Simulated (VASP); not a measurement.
# MgO (Fm-3m) in VASP: a series of runs, part 2 of 2

VASP 6.6.1. The steps go on from the part before.

## 4. Electric field gradients, PBEsol

Contents of INCAR:

```
SYSTEM = MgO
  PREC = Accurate
  ENCUT = 520
  EDIFF = 1E-8
  ISMEAR = -1
  SIGMA = 0.02
  LREAL = .FALSE.
  LASPH = .TRUE.
  NELM = 120
  ALGO = Normal
  ISIF = 2
  LWAVE = .FALSE.
  LCHARG = .FALSE.
  GGA = PS
  LEFG = .TRUE.
  NBANDS = 11
  GGA_COMPAT = .FALSE.
```

Contents of KPOINTS:

```
Automatic mesh
0
G
  13 13 13
  0 0 0
```

Contents of POSCAR:

```
MgO
1.0
    0.0000000000      2.0185000000      2.0185000000
    2.0185000000      0.0000000000      2.0185000000
    2.0185000000      2.0185000000      0.0000000000
Mg O
1 1
Direct
    0.0000000000      0.0000000000      0.0000000000
    0.5000000000      0.5000000000      0.5000000000
```

Potentials or basis: VASP PAW PBE potentials, release 64 (Mg, O).

On the command line:

```
$ cat potpaw_PBE.64/Mg/POTCAR potpaw_PBE.64/O/POTCAR > POTCAR
$ mpirun -np 1 vasp_std > vasp.out
```

OUTCAR:

```text
SYSTEM = MgO
   PREC = Accurate
   ENCUT = 520
   EDIFF = 1E-8
   ISMEAR = -1
   LREAL = .FALSE.
   LASPH = .TRUE.
   NELM = 120
   ISIF = 2
   GGA = PS

 ion  position               nearest neighbor table
   1  0.000  0.000  0.000-   2 2.02   2 2.02   2 2.02   2 2.02   2 2.02   2 2.02
   2  0.500  0.500  0.500-   1 2.02   1 2.02   1 2.02   1 2.02   1 2.02   1 2.02

  LATTYP: Found a face centered cubic cell.
 ALAT       =     4.0370000000

  Lattice vectors:

 A1 = (   0.0000000000,   2.0185000000,   2.0185000000)
 A2 = (   2.0185000000,   0.0000000000,   2.0185000000)
 A3 = (   2.0185000000,   2.0185000000,   0.0000000000)

Analysis of symmetry for initial positions (statically):
=====================================================================
 Subroutine PRICEL returns:
 Original cell was already a primitive cell.

 Routine SETGRP: Setting up the symmetry group for a
 face centered cubic supercell.

 Subroutine GETGRP returns: Found 48 space group operations
 (whereof 48 operations were pure point group operations)
 out of a pool of 48 trial point group operations.

The static configuration has the point symmetry O_h .

Analysis of symmetry for dynamics (positions and initial velocities):
=====================================================================
 Subroutine PRICEL returns:
 Original cell was already a primitive cell.

 Routine SETGRP: Setting up the symmetry group for a
 face centered cubic supercell.

 Subroutine GETGRP returns: Found 48 space group operations
 (whereof 48 operations were pure point group operations)
 out of a pool of 48 trial point group operations.

[... 481 lines left out ...]
      3       2.5907      2.00000
      4       3.1053      2.00000
      5      13.6977      0.00000
      6      17.2400      0.00000
      7      19.9319      0.00000
      8      22.3647      0.00000
      9      25.3675      0.00000
     10      28.9135      0.00000
     11      30.0814      0.00000

 [... further k-points ...]

------------------------ aborting loop because EDIFF is reached ----------------------------------------

  FORCE on cell =-STRESS in cart. coord.  units (eV):
  Direction    XX          YY          ZZ          XY          YZ          ZX
  --------------------------------------------------------------------------------------
  -------------------------------------------------------------------------------------
  Total        2.6999369      2.6999369      2.6999369      0.0000000      0.0000000     -0.0000000
  in kB      262.9952735    262.9952735    262.9952735      0.0000000      0.0000000     -0.0000000
  external PRESSURE =     262.9952735 kB  Pullay stress =       0.0000000 kB

 VOLUME and BASIS-vectors are now :
 -----------------------------------------------------------------------------
  energy-cutoff  :      520.00
  volume of cell :       16.45
      direct lattice vectors                 reciprocal lattice vectors
     0.000000000  2.018500000  2.018500000    -0.247708695  0.247708695  0.247708695
     2.018500000  0.000000000  2.018500000     0.247708695 -0.247708695  0.247708695
     2.018500000  2.018500000  0.000000000     0.247708695  0.247708695 -0.247708695

 POSITION                                       TOTAL-FORCE (eV/Angst)
 -----------------------------------------------------------------------------------
      0.00000      0.00000      0.00000        -0.000000      0.000000      0.000000
      2.01850      2.01850      2.01850         0.000000     -0.000000     -0.000000
 -----------------------------------------------------------------------------------
    total drift:                               -0.000000     -0.000000      0.000000

  FREE ENERGIE OF THE ION-ELECTRON SYSTEM (eV)
  ---------------------------------------------------
  free  energy   TOTEN  =       -12.3471897399 eV

  energy  without entropy=      -12.3471897399  energy(sigma->0) =      -12.34718974

 Electric field gradients (V/A^2)
---------------------------------------------------------------------
 ion       V_xx      V_yy      V_zz      V_xy      V_xz      V_yz
---------------------------------------------------------------------
   1      -0.000    -0.000     0.000    -0.000    -0.000    -0.000
   2      -0.000    -0.000     0.000     0.000     0.000     0.000
---------------------------------------------------------------------

 Electric field gradients after diagonalization (V/A^2)
 (convention: |V_zz| > |V_xx| > |V_yy|)
----------------------------------------------------------------------
 ion       V_xx      V_yy      V_zz     asymmetry (V_yy - V_xx)/ V_zz
----------------------------------------------------------------------
   1       0.000     0.000    -0.000       0.000
   2      -0.000    -0.000     0.001       0.000
----------------------------------------------------------------------

           NMR quadrupolar parameters

 Cq : quadrupolar parameter    Cq=e*Q*V_zz/h
 eta: asymmetry parameters     (V_yy - V_xx)/ V_zz
 Q  : nuclear electric quadrupole moment in mb (millibarn)
----------------------------------------------------------------------
 ion       Cq(MHz)       eta       Q (mb)
----------------------------------------------------------------------
   1      -0.000       0.000       1.000
   2       0.000       0.000       1.000
----------------------------------------------------------------------
```

stdout:

```text
POSCAR found type information on POSCAR MgO
 POSCAR found :  2 types and       2 ions
 scaLAPACK will be used
 -----------------------------------------------------------------------------
|                                                                             |
|                                                                             |
|     You enforced a specific xc type in the INCAR file but a different       |
|     I HOPE YOU KNOW WHAT YOU ARE DOING!                                     |
|                                                                             |
 -----------------------------------------------------------------------------

 LDA part: xc-table for (Slater+PW92), standard interpolation
 POSCAR, INCAR and KPOINTS ok, starting setup
 FFT: planning ... GRIDC
 FFT: planning ... GRID_SOFT
 FFT: planning ... GRID
 WAVECAR not read
 entering main loop
ion   1

ion   2
```

It took 6.3 s on 1 thread of Intel Xeon 6975P-C (Granite Rapids), shared host; peak memory 0.15 GiB.

Results:

* Free energy: -12.3472 eV
* Pressure: 26.3 GPa
* Band gap on the k mesh: 5.97 eV
* Largest electric field gradient by atom: zero within the noise of the run

Caveat: the cell stands under pressure; the PAW data sets were made with another functional, which shifts forces and pressure a little; an odd mesh through Γ misses points on the zone boundary, where band edges can lie.

## 5. Electric field gradients, r2SCAN

POSCAR is that of step 4.

Contents of INCAR.step1:

```
SYSTEM = MgO
PREC     = Accurate       ! precision mode
ENCUT    = 580            ! plane-wave cutoff, eV
ISMEAR   = -1             ! smearing method
SIGMA    = 0.02           ! smearing width, eV
LREAL    = .FALSE.        ! projectors in reciprocal space
LASPH    = .TRUE.         ! aspherical terms in the spheres
NELM     = 120            ! most SCF steps
NBANDS   = 11             ! bands
GGA      = PE             ! functional
ALGO     = Normal         ! electronic algorithm
EDIFF    = 1E-5           ! SCF threshold, eV
LWAVE    = .TRUE.         ! write WAVECAR
LCHARG   = .FALSE.        ! write CHGCAR
GGA_COMPAT= .FALSE.
```

Contents of INCAR.step2:

```
SYSTEM = MgO
PREC     = Accurate       ! precision mode
ENCUT    = 580            ! plane-wave cutoff, eV
EDIFF    = 1E-8           ! SCF threshold, eV
ISMEAR   = -1             ! smearing method
SIGMA    = 0.02           ! smearing width, eV
LREAL    = .FALSE.        ! projectors in reciprocal space
LASPH    = .TRUE.         ! aspherical terms in the spheres
NELM     = 120            ! most SCF steps
ALGO     = Normal         ! electronic algorithm
ISIF     = 2              ! what is computed and relaxed
LWAVE    = .FALSE.        ! write WAVECAR
LCHARG   = .FALSE.        ! write CHGCAR
METAGGA  = R2SCAN         ! meta-GGA
LMIXTAU  = .TRUE.       
LEFG     = .TRUE.       
NBANDS   = 11             ! bands
ISTART   = 1            
GGA_COMPAT= .FALSE.
```

KPOINTS is that of step 4.

Potentials or basis: VASP PAW PBE potentials, release 64 (Mg, O).

On the command line:

```
$ cat potpaw_PBE.64/Mg/POTCAR potpaw_PBE.64/O/POTCAR > POTCAR
$ cp INCAR.step1 INCAR
$ mpirun -np 1 vasp_std > vasp.out
$ cp INCAR.step2 INCAR
$ mpirun -np 1 vasp_std > vasp.out
```

OUTCAR:

```text
SYSTEM = MgO
   PREC = Accurate
   ENCUT = 580
   EDIFF = 1E-8
   ISMEAR = -1
   LREAL = .FALSE.
   LASPH = .TRUE.
   NELM = 120
   ISIF = 2
   METAGGA = R2SCAN
   ISTART = 1

 ion  position               nearest neighbor table
   1  0.000  0.000  0.000-   2 2.02   2 2.02   2 2.02   2 2.02   2 2.02   2 2.02
   2  0.500  0.500  0.500-   1 2.02   1 2.02   1 2.02   1 2.02   1 2.02   1 2.02

  LATTYP: Found a face centered cubic cell.
 ALAT       =     4.0370000000

  Lattice vectors:

 A1 = (   0.0000000000,   2.0185000000,   2.0185000000)
 A2 = (   2.0185000000,   0.0000000000,   2.0185000000)
 A3 = (   2.0185000000,   2.0185000000,   0.0000000000)

Analysis of symmetry for initial positions (statically):
=====================================================================
 Subroutine PRICEL returns:
 Original cell was already a primitive cell.

 Routine SETGRP: Setting up the symmetry group for a
 face centered cubic supercell.

[... 524 lines left out ...]
      direct lattice vectors                 reciprocal lattice vectors
     0.000000000  2.018500000  2.018500000    -0.247708695  0.247708695  0.247708695
     2.018500000  0.000000000  2.018500000     0.247708695 -0.247708695  0.247708695
     2.018500000  2.018500000  0.000000000     0.247708695  0.247708695 -0.247708695

 POSITION                                       TOTAL-FORCE (eV/Angst)
 -----------------------------------------------------------------------------------
      0.00000      0.00000      0.00000        -0.000000      0.000000      0.000000
      2.01850      2.01850      2.01850         0.000000     -0.000000      0.000000
 -----------------------------------------------------------------------------------
    total drift:                               -0.000000     -0.000000      0.000000

  FREE ENERGIE OF THE ION-ELECTRON SYSTEM (eV)
  ---------------------------------------------------
  free  energy   TOTEN  =       -16.0198028132 eV

  energy  without entropy=      -16.0198028132  energy(sigma->0) =      -16.01980281

 Electric field gradients (V/A^2)
---------------------------------------------------------------------
 ion       V_xx      V_yy      V_zz      V_xy      V_xz      V_yz
---------------------------------------------------------------------
   1      -0.000    -0.000    -0.000    -0.000    -0.000    -0.000
   2      -0.000    -0.000     0.000     0.000     0.000     0.000
---------------------------------------------------------------------

 Electric field gradients after diagonalization (V/A^2)
 (convention: |V_zz| > |V_xx| > |V_yy|)
----------------------------------------------------------------------
 ion       V_xx      V_yy      V_zz     asymmetry (V_yy - V_xx)/ V_zz
----------------------------------------------------------------------
   1       0.000     0.000    -0.000       0.000
   2      -0.000    -0.000     0.001       0.000
----------------------------------------------------------------------

           NMR quadrupolar parameters

 Cq : quadrupolar parameter    Cq=e*Q*V_zz/h
 eta: asymmetry parameters     (V_yy - V_xx)/ V_zz
 Q  : nuclear electric quadrupole moment in mb (millibarn)
----------------------------------------------------------------------
 ion       Cq(MHz)       eta       Q (mb)
----------------------------------------------------------------------
   1      -0.000       0.000       1.000
   2       0.000       0.000       1.000
----------------------------------------------------------------------
```

OUTCAR.step1:

```text
SYSTEM = MgO
   PREC = Accurate
   ENCUT = 580
   ISMEAR = -1
   LREAL = .FALSE.
   LASPH = .TRUE.
[... 556 lines left out ...]
      0.00000      0.00000      0.00000        -0.000000      0.000000      0.000000
      2.01850      2.01850      2.01850         0.000000     -0.000000      0.000000
 -----------------------------------------------------------------------------------
    total drift:                               -0.000000     -0.000000      0.000000

  FREE ENERGIE OF THE ION-ELECTRON SYSTEM (eV)
  ---------------------------------------------------
  free  energy   TOTEN  =       -11.6763027686 eV

  energy  without entropy=      -11.6763027686  energy(sigma->0) =      -11.67630277
```

OSZICAR.step1:

```text
N       E                     dE             d eps       ncg     rms          rms(c)
DAV:   1     0.151553328919E+02    0.15155E+02   -0.50474E+03  2112   0.722E+02
DAV:   2    -0.127590940885E+02   -0.27914E+02   -0.27442E+02  2134   0.145E+02
DAV:   3    -0.132887087093E+02   -0.52961E+00   -0.52924E+00  2236   0.172E+01
DAV:   4    -0.132898578359E+02   -0.11491E-02   -0.11491E-02  2025   0.911E-01
DAV:   5    -0.132898613361E+02   -0.35002E-05   -0.35002E-05  2154   0.487E-02    0.741E+00
DAV:   6    -0.116918075143E+02    0.15981E+01   -0.80061E+00  1899   0.164E+01    0.206E+00
DAV:   7    -0.116813043043E+02    0.10503E-01   -0.53776E-02  2067   0.205E+00    0.133E+00
DAV:   8    -0.116764837232E+02    0.48206E-02   -0.19827E-02  1956   0.163E+00    0.181E-01
DAV:   9    -0.116762738737E+02    0.20985E-03   -0.36390E-04  2169   0.132E-01    0.103E-01
DAV:  10    -0.116763024540E+02   -0.28580E-04   -0.34878E-04  2049   0.140E-01    0.122E-02
DAV:  11    -0.116763027686E+02   -0.31463E-06   -0.43462E-06  1134   0.166E-02
   1 F= -.11676303E+02 E0= -.11676303E+02  d E =-.346164E-13
```

Wall time 31 s (1 thread of Intel Xeon 6975P-C (Granite Rapids), shared host); peak memory 0.16 GiB.

What came out:

* Free energy: -16.0198 eV
* Pressure: 24.8 GPa
* Band gap on the k mesh: 7.00 eV
* Largest electric field gradient by atom: zero within the noise of the run

Levels at points of the mesh, in eV from the valence-band top:
| k point | band 2 | band 3 | band 4 | band 5 | band 6 | band 7 |
| --- | --- | --- | --- | --- | --- | --- |
| (0.00, 0.00, 0.00) | 0.00 | 0.00 | 0.00 | 7.00 | 17.58 | 17.58 |

Caveat: the cell stands under pressure; the PAW data sets were made with another functional, which shifts forces and pressure a little; an odd mesh through Γ misses points on the zone boundary, where band edges can lie.

## 6. Overview

| level | potentials or basis | cutoff (eV) | gap on the mesh (eV) | pressure (GPa) |
| --- | --- | --- | --- | --- |
| PBE | VASP PAW PBE potentials, release 64 (Mg, O) | 520 | 6.07 | 31.7 |
| LDA | VASP PAW LDA potentials, release 64 (Mg, O) | 520 | 6.00 | 16.9 |
| PBEsol | VASP PAW PBE potentials, release 64 (Mg, O) | 520 | 5.97 | 26.3 |
| r2SCAN | VASP PAW PBE potentials, release 64 (Mg, O) | 580 | 7.00 | 24.8 |

Alike in all rows: task electric field gradients; no spin polarisation; cell as given; k mesh 13 × 13 × 13; smearing fermi-dirac 0.02 eV.

Caveats: the cell stands under pressure; an odd mesh through Γ misses points on the zone boundary, where band edges can lie; the PAW data sets were made with another functional, which shifts forces and pressure a little (at least some runs).

Total energies depend on the potentials used, so only differences within one code and one set of settings carry meaning.
